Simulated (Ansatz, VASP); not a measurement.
**Si2Mo in VASP and in Ansatz**

```
Mo Si
1.0
     4.58547    0.00000    0.00000
    -2.29274    3.97113    0.00000
     0.00000    0.00000    6.57976
Mo Si
3 6
Cartesian
  1.1464 1.9856 5.4831
  -1.1464 1.9856 1.0966
  2.2927 0.0000 3.2899
  0.0000 1.3015 3.2899
  1.1656 3.3204 1.0966
  3.4583 0.6508 5.4831
  2.2927 2.6696 3.2899
  1.1272 0.6508 1.0966
  -1.1656 3.3204 5.4831
```

Alike in both runs: task relaxation of cell and atoms; functional PBEsol; k mesh 7 × 7 × 4; occupations fermi-dirac, width 0.05 eV; no spin polarisation.

|  | VASP | Ansatz |
| --- | --- | --- |
| version | VASP 6.6.1 | Ansatz 0.2.0 |
| potentials or method | VASP PAW PBE potentials, release 64 (Mo_sv, Si) | Ansatz PAW |
| plane-wave cutoff (eV) | 600 | 420 |
| valence electrons in the cell | 66 | 66 |

```csv
,VASP,Ansatz,Ansatz less VASP
"gap on the k mesh at the Fermi level, each at its own relaxed structure (eV)",0.26,0.26,+0.003
relaxed volume (Å³/atom),13.24,13.22,-0.021
relaxed cell length with the largest relative difference (Å),4.577,4.575,-0.0025
```

VASP's potentials were made for PBE, not for PBEsol.

Noted on Ansatz's run: odd divisions of the mesh miss points on the zone boundary, where band edges often lie, so the gap on the mesh can be too wide; the plane-wave basis is chosen anew once the cell has moved, so the energies of steps on either side of that aren't comparable.
